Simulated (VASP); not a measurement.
Crystal: Hg.

```xyz
2
Lattice="2.7757 0.0000 0.0000 -1.3879 2.4039 0.0000 0.0000 0.0000 5.2893" Properties=species:S:1:pos:R:3 pbc="T T T"
Hg    0.0000    1.6026    1.3223
Hg    1.3879    0.8013    3.9670
```

| Quantity | Value |
| --- | --- |
| Program | VASP 6.6.1 |
| Task | relaxation of cell and atoms |
| Functional | PBEsol |
| Potentials or basis | VASP PAW PBE potentials, release 64 (Hg) |
| Cutoff | 500 eV |
| k mesh | 12 × 12 × 4 |
| Occupations | gaussian, width 0.1 eV |
| Spin | no spin polarisation |

At the start: pressure 33.1 GPa; volume 17.65 Å³/atom.

Problem. Where does the relaxation end?

Solution. Over 12 steps the energy falls by 434.7 meV/atom and the volume is 23.88 Å³/atom (+35.3 %); space group P6_3/mmc (No. 194, to 0.1 Å) before and after.

The path:
```tsv
step	energy change (eV)	largest force (eV/Å)	pressure (GPa)	volume (Å³)
1	0.0000	0.0000	33.11	35.29
2	-0.7516	0.0000	-2.96	57.29
3	-0.8614	0.0000	0.22	46.76
4	-0.8617	0.0000	-0.32	47.67
5	-0.8619	0.0000	-0.17	47.37
6	-0.8619	0.0000	-0.01	47.10
7	-0.8638	0.0000	0.09	46.99
8	-0.8659	0.0000	0.44	46.73
9	-0.8660	0.0000	0.55	46.66
10	-0.8681	0.0000	0.38	47.20
11	-0.8678	0.0000	-0.49	48.53
12	-0.8693	0.0000	0.06	47.76
```

Final structure:
```xyz
2
Lattice="3.1679 0.0000 0.0000 -1.5839 2.7435 0.0000 0.0000 0.0000 5.4957" Properties=species:S:1:pos:R:3 pbc="T T T"
Hg    0.0000    1.8290    1.3739
Hg    1.5839    0.9145    4.1218
```

Caveat: the volume moved by over 15 % at a fixed basis, so the end points are rough; the PAW data sets were made with another functional, which shifts forces and pressure a little.
